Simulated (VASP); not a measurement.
Crystal: InP.

```xyz
2
Lattice="0.0000 2.9305 2.9305 2.9305 0.0000 2.9305 2.9305 2.9305 0.0000" Properties=species:S:1:pos:R:3 pbc="T T T"
In    0.0000    0.0000    0.0000
P     4.3957    4.3957    4.3957
```

- Program: VASP 6.6.1
- Task: relaxation of cell and atoms
- Functional: RPBE
- Dispersion: D3(BJ)
- Potentials or basis: VASP PAW PBE potentials, release 64 (In_d, P)
- Cutoff: 600 eV
- k mesh: 8 × 8 × 8
- Occupations: fermi-dirac, width 0.05 eV
- Spin: no spin polarisation

At the start: pressure -5.2 GPa; volume 25.17 Å³/atom.

Task: How do energy, volume and symmetry change on relaxing?

Result: Over 3 steps the energy falls by 33.1 meV/atom and the volume is 23.29 Å³/atom (-7.5 %); space group F-43m (No. 216, to 0.05 Å).

Step by step:
```csv
step,energy change (eV),largest force (eV/Å),pressure (GPa),volume (Å³)
1,0.0000,0.0000,-5.25,50.33
2,-0.0430,0.0000,3.87,44.56
3,-0.0662,0.0000,0.01,46.57
```

Final structure:
```yaml
crystal:
  lattice:
    - [0.00000, 2.85561, 2.85561]
    - [2.85561, 0.00000, 2.85561]
    - [2.85561, 2.85561, 0.00000]
  atoms:
    - { symbol: In, position: [0.00000, 0.00000, 0.00000] }
    - { symbol: P, position: [0.75000, 0.75000, 0.75000] }
```

Caveat: the PAW data sets were made with another functional, which shifts forces and pressure a little.
